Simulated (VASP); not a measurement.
Crystal: Se.

```
CELL_PARAMETERS angstrom
0.00000 2.21751 2.21751
2.21751 0.00000 2.21751
2.21751 2.21751 0.00000
ATOMIC_POSITIONS crystal
Se 0.00000 0.00000 0.00000
```

```yaml
Program: VASP 6.6.1
Task: relaxation of cell and atoms
Functional: BLYP
Potentials_or_basis: VASP PAW PBE potentials, release 64 (Se)
Cutoff: 600 eV
k_mesh: 12 × 12 × 12
Occupations: fermi-dirac, width 0.1 eV
Spin: no spin polarisation
```

At the start: pressure 3.0 GPa; volume 21.81 Å³/atom.

Problem. How do energy, volume and symmetry change on relaxing?

Solution. Over 3 steps the energy falls by 10.4 meV/atom and the volume is 22.98 Å³/atom (+5.4 %); space group Fm-3m (No. 225, to 0.05 Å).

Step by step:
| step | energy change (eV) | largest force (eV/Å) | pressure (GPa) | volume (Å³) |
| --- | --- | --- | --- | --- |
| 1 | 0.0000 | 0.0000 | 2.99 | 21.81 |
| 2 | -0.0102 | 0.0000 | -0.30 | 23.12 |
| 3 | -0.0104 | 0.0000 | 0.01 | 22.98 |

Final structure:
```xyz
1
Lattice="0.0000 2.2564 2.2564 2.2564 0.0000 2.2564 2.2564 2.2564 0.0000" Properties=species:S:1:pos:R:3 pbc="T T T"
Se    0.0000    0.0000    0.0000
```

Caveat: the PAW data sets were made with another functional, which shifts forces and pressure a little.
